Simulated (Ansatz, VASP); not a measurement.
**Two plane-wave programs on Te2Mo**

Contents of INCAR:

```
SYSTEM = Te2Mo
PREC     = Accurate       ! precision mode
ENCUT    = 520            ! plane-wave cutoff, eV
EDIFF    = 1E-6           ! SCF threshold, eV
ISMEAR   = 0              ! smearing method
SIGMA    = 0.05           ! smearing width, eV
LREAL    = .False.        ! projectors in reciprocal space
LASPH    = .True.         ! aspherical terms in the spheres
NELM     = 80             ! most SCF steps
ALGO     = Normal         ! electronic algorithm
ISIF     = 2              ! what is computed and relaxed
LWAVE    = .False.        ! write WAVECAR
LCHARG   = .False.        ! write CHGCAR
GGA      = PE             ! functional
IVDW     = 12             ! dispersion correction
NBANDS   = 35             ! bands
```

File KPOINTS:

```
regular mesh
0
Gamma
  12 12 2
  0 0 0
```

File POSCAR:

```
Te2Mo
1.0
    3.6012931842      0.0000000000      0.0000000000
   -1.8006465921      3.1188113840      0.0000000000
    0.0000000000      0.0000000000     13.7008448353
Te Mo
4 2
Direct
    0.3333333333      0.6666666667      0.6173401526
    0.6666666667      0.3333333333      0.1173401526
    0.3333333333      0.6666666667      0.8826598474
    0.6666666667      0.3333333333      0.3826598474
    0.3333333333      0.6666666667      0.2500000000
    0.6666666667      0.3333333333      0.7500000000
```

Input for Ansatz:

```yaml
crystal:
  lattice:
    - [3.6012931842, 0.0, 0.0]
    - [-1.8006465921, 3.118811384, 0.0]
    - [0.0, 0.0, 13.7008448353]
  atoms:
    - { symbol: Te, position: [0.3333333333, 0.6666666667, 0.6173401526] }
    - { symbol: Te, position: [0.6666666667, 0.3333333333, 0.1173401526] }
    - { symbol: Te, position: [0.3333333333, 0.6666666667, 0.8826598474] }
    - { symbol: Te, position: [0.6666666667, 0.3333333333, 0.3826598474] }
    - { symbol: Mo, position: [0.3333333333, 0.6666666667, 0.25] }
    - { symbol: Mo, position: [0.6666666667, 0.3333333333, 0.75] }
basis:
  ecutwfc: 420
kpoints:
  mp_grid: { grid: [12, 12, 2] }
hamiltonian:
  xc: pbe
  dispersion: d3bj
scf:
  occupations: { method: gaussian, width: 0.05 }
output:
  forces: true
  stress: true
  eigenvalues: true
```

Change from the starting cell: strain +0.0300 x Voigt [1, 1, 0, 0, 0, 0], atoms carried along.

Alike in both runs: task single point; functional PBE; dispersion D3(BJ); k mesh 12 × 12 × 2; occupations gaussian, width 0.05 eV; no spin polarisation.

```csv
,VASP,Ansatz
version,VASP 6.6.1,Ansatz 0.2.0
potentials or method,"VASP PAW PBE potentials, release 64 (Te, Mo_sv), cutoff 520 eV","scalar-relativistic, plane waves, PAW"
valence electrons in the cell,52,92
```

|  | VASP | Ansatz | Ansatz less VASP |
| --- | --- | --- | --- |
| gap on the k mesh at the Fermi level (eV) | 0.58 | 0.59 | +0.006 |
| least direct gap on the mesh (eV) | 0.90 | 0.90 | 0.000 |
| pressure (GPa) | -5.0 | -5.0 | +0.01 |
| traceless stress, the component that is largest in VASP (GPa) | 1.10 | 1.06 | -0.041 |
| rms of the force components (eV/Å) | 0.221 | 0.228 | +0.0065 |

Atom by atom the forces differ by 0.006 eV/Å (rms over components). VASP's potentials hold 52 valence electrons a cell and Ansatz's 92, so a difference there can come from the potentials and not from the codes.

Neither program's run includes spin-orbit coupling.
